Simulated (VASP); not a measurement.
# SnSe (Fm-3m) in VASP: single point with LDA

Aim: the single point of SnSe with LDA.

Program: VASP 6.6.1. These are calculated values, not measurements. Logs are shortened: lines on timing, memory, paths and dates and some standing lists are left out, and cuts for length are marked.

### 1 The cell of the first run

It takes space group Fm-3m (No. 225, cubic). Conventional cell: a = 6.020 Å, b = 6.020 Å, c = 6.020 Å, α = 90.00°, β = 90.00°, γ = 90.00°. Within 4.0 Å of Sn (site symmetry m-3m) lie 6 Se at 3.01 Å. Se (site symmetry m-3m) has 6 Sn at 3.01 Å within 4.0 Å.

### 2 Single point, LDA

INCAR

```
ALGO = Normal
EDIFF = 1E-6
ENCUT = 520
ISIF = 2
ISMEAR = -1
LASPH = T
LCHARG = F
LREAL = F
LWAVE = F
NBANDS = 17
NELM = 80
PREC = Accurate
SIGMA = 0.01
```

KPOINTS

```
k-points
0
Gamma
  1 1 1
```

POSCAR

```
SnSe
1.0
    4.2567830000      0.0000000000      0.0000000000
    2.1283915000      3.6864822164      0.0000000000
    2.1283915000      1.2288274055      3.4756487653
Sn Se
1 1
Direct
    0.0000000000      0.0000000000      0.0000000000
    0.5000000000      0.5000000000      0.5000000000
```

Potentials or basis: VASP PAW LDA potentials, release 64 (Sn_d, Se).

The run is started by

```console
$ cat potpaw_LDA.64/Sn_d/POTCAR potpaw_LDA.64/Se/POTCAR > POTCAR
$ mpirun -np 1 vasp_gam > vasp.out
```

OUTCAR:

```text
EDIFF = 1E-6
   ENCUT = 520
   ISIF = 2
   ISMEAR = -1
   LASPH = T
   LREAL = F
   NELM = 80
   PREC = Accurate

 ion  position               nearest neighbor table
   1  0.000  0.000  0.000-   2 3.01   2 3.01   2 3.01   2 3.01   2 3.01   2 3.01
   2  0.500  0.500  0.500-   1 3.01   1 3.01   1 3.01   1 3.01   1 3.01   1 3.01

  LATTYP: Found a face centered cubic cell.
 ALAT       =     6.0200002507

  Lattice vectors:

 A1 = (   4.2567830000,   0.0000000000,   0.0000000000)
 A2 = (   2.1283915000,   3.6864822164,   0.0000000000)
 A3 = (   2.1283915000,   1.2288274055,   3.4756487653)

Analysis of symmetry for initial positions (statically):
=====================================================================
 Subroutine PRICEL returns:
 Original cell was already a primitive cell.

 Routine SETGRP: Setting up the symmetry group for a
 face centered cubic supercell.

 Subroutine GETGRP returns: Found 48 space group operations
 (whereof 48 operations were pure point group operations)
 out of a pool of 48 trial point group operations.

The static configuration has the point symmetry O_h .

Analysis of symmetry for dynamics (positions and initial velocities):
=====================================================================
 Subroutine PRICEL returns:
 Original cell was already a primitive cell.

 Routine SETGRP: Setting up the symmetry group for a
 face centered cubic supercell.

 Subroutine GETGRP returns: Found 48 space group operations
 (whereof 48 operations were pure point group operations)
 out of a pool of 48 trial point group operations.

The dynamic configuration has the point symmetry O_h .

 Subroutine INISYM returns: Found 48 space group operations
 (whereof 48 operations are pure point group operations),
 and found     1 'primitive' translations

----------------------------------------------------------------------------------------

                                     Primitive cell

  volume of cell :      54.5418

  direct lattice vectors                    reciprocal lattice vectors
     4.256783000  0.000000000  0.000000000     0.234919187 -0.135630656 -0.095905356
     2.128391500  3.686482216  0.000000000     0.000000000  0.271261311 -0.095905356
     2.128391500  1.228827405  3.475648765     0.000000000  0.000000000  0.287716069

  length of vectors
     4.256783000  4.256783000  4.256783000     0.287716069  0.287716069  0.287716069
[... 52 lines left out ...]
   LNONCOLLINEAR =      F non collinear calculations
   LSORBIT =      F    spin-orbit coupling
   LASPH  =      T    aspherical Exc in radial PAW
   ENCUT  =  520.0 eV  38.22 Ry    6.18 a.u.   7.91  7.91  7.91*2*pi/ulx,y,z
   NELM   =     80;   NELMIN=  2; NELMDL= -5     # of ELM steps
   EDIFF  = 0.1E-05   stopping-criterion for ELM
   LREAL  =      F    real-space projection
   EDIFFG = 0.1E-04   stopping-criterion for IOM
   NSW    =      0    number of steps for IOM
   IBRION =     -1    ionic relax: 0-MD 1-quasi-New 2-CG
   NFREE  =      0    steps in history (QN), initial steepest desc. (CG)
   ISIF   =      2    stress and relaxation
   ISYM   =      2    0-nonsym 1-usesym 2-fastsym
   POTIM  = 0.5000    time-step for ionic-motion
   TEBEG  =    0.0;   TEEND  =   0.0 temperature during run
   PSTRESS=    0.0 pullay stress
   NELECT =      20.0000    total number of electrons
   NUPDOWN=      -1.0000    fix difference up-down
   EMIN   =  10.00;   EMAX   =-10.00  energy-range for DOS
   EFERMI =   0.00;   METHOD = LEGACY
   ISMEAR =    -1;   SIGMA  =   0.01  broadening in eV -4-tet -1-fermi 0-gaus
   EFERMI_NEDOS =   21; number of points for ismear=-14 and -15
   IALGO  =     38    algorithm
   IMIX   =      4    mixing-type and parameters
     AMIX     =   0.40;   BMIX     =  1.00
     AMIX_MAG =   1.60;   BMIX_MAG =  1.00
  volume/ion in A,a.u.               =      27.27       184.03
  Fermi-wavevector in a.u.,A,eV,Ry     =   1.171768  2.214321 18.681348  1.373040
  Thomas-Fermi vector in A             =   2.308207
   LORBIT       =      0    0 simple, 1 ext, 2 COOP (PROOUT), +10 PAW based schemes
   GGA     = CA    functional components
   LHFCALC =     F    Hartree Fock is set to
   AEXX    =    0.0000 exact exchange contribution
   IVDW    =     0    specifies the selected vdW correction
   LEPSILON=     F    determine dielectric tensor
   LRPA    =     F    only Hartree local field effects (RPA)
 non-spin polarized calculation
  energy-cutoff  :      520.00
  volume of cell :       54.54
 maximum number of plane-waves:       730
 NGX is ok and might be reduce to    30
   NGX = 15   NGY = 15   NGZ = 15

 number of electron      20.0000007 magnetization

 Free energy of the ion-electron system (eV)
  ---------------------------------------------------
  ext. energy  EPLUGINS =         0.00000000
  ---------------------------------------------------
  free energy    TOTEN  =        -3.76376345 eV

  energy without entropy =       -3.76376345  energy(sigma->0) =       -3.76376345

 E-fermi :   4.5671     XC(G=0):  -9.6035

 val. band max:        4.2167164771   @ k =   0.0000   0.0000   0.0000
 cond. band min:       9.8406059971   @ k =   0.0000   0.0000   0.0000
 fundamental gap:      5.6238895199
 Fermi energy:         4.5671346919

 k-point     1 :       0.0000    0.0000    0.0000
  band No.  band energies     occupation
      1     -16.2070      2.00000
      2     -16.2070      2.00000
      3     -16.2070      2.00000
      4     -16.1729      2.00000
      5     -16.1729      2.00000
      6      -7.3491      2.00000
[... 9 lines left out ...]
     16      11.5363      0.00000
     17      13.5456      0.00000

------------------------ aborting loop because EDIFF is reached ----------------------------------------

  FORCE on cell =-STRESS in cart. coord.  units (eV):
  Direction    XX          YY          ZZ          XY          YZ          ZX
  --------------------------------------------------------------------------------------
  -------------------------------------------------------------------------------------
  Total        9.2865043      9.2865043      9.2865043      0.0000000      0.0000000     -0.0000000
  in kB      272.7930538    272.7930538    272.7930538      0.0000000      0.0000000     -0.0000000
  external PRESSURE =     272.7930538 kB  Pullay stress =       0.0000000 kB

 VOLUME and BASIS-vectors are now :
 -----------------------------------------------------------------------------
  energy-cutoff  :      520.00
  volume of cell :       54.54
      direct lattice vectors                 reciprocal lattice vectors
     4.256783000  0.000000000  0.000000000     0.234919187 -0.135630656 -0.095905356
     2.128391500  3.686482216  0.000000000     0.000000000  0.271261311 -0.095905356
     2.128391500  1.228827405  3.475648765     0.000000000  0.000000000  0.287716069

 POSITION                                       TOTAL-FORCE (eV/Angst)
 -----------------------------------------------------------------------------------
      0.00000      0.00000      0.00000        -0.000000      0.000000      0.000000
      4.25678      2.45765      1.73782         0.000000     -0.000000      0.000000
 -----------------------------------------------------------------------------------
    total drift:                               -0.000000      0.000000      0.000000

  FREE ENERGIE OF THE ION-ELECTRON SYSTEM (eV)
  ---------------------------------------------------
  free  energy   TOTEN  =        -3.7637634488 eV

  energy  without entropy=       -3.7637634488  energy(sigma->0) =       -3.76376345
```

stdout:

```text
POSCAR found type information on POSCAR SnSe
 POSCAR found :  2 types and       2 ions
 scaLAPACK will be used
 LDA part: xc-table for (Slater(with rela. corr.)+CA(PZ))
 , standard interpolation
 POSCAR, INCAR and KPOINTS ok, starting setup
 FFT: planning ... GRIDC
 FFT: planning ... GRID_SOFT
 FFT: planning ... GRID
 WAVECAR not read
 entering main loop
```

Wall time 2.9 s (1 thread of Intel Xeon 6975P-C, shared host); peak memory 0.14 GiB.

What came out:

| Property | Result |
| --- | --- |
| Free energy | -3.7638 eV |
| Pressure | 27.3 GPa |

Levels at points of the mesh, in eV from the Fermi level:
```tsv
k point	band 7	band 8	band 9	band 10	band 11	band 12	band 13	band 14
(0.00, 0.00, 0.00)	-3.81	-0.35	-0.35	-0.35	5.27	5.27	5.27	6.97
```

Caveat: the k points lie up to 1.81 Å⁻¹ apart; this odd mesh misses L, where the gap lies, so gap, dielectric constants and Born charges aren't listed; spin-orbit coupling is left out, which moves the levels of the heavy elements.
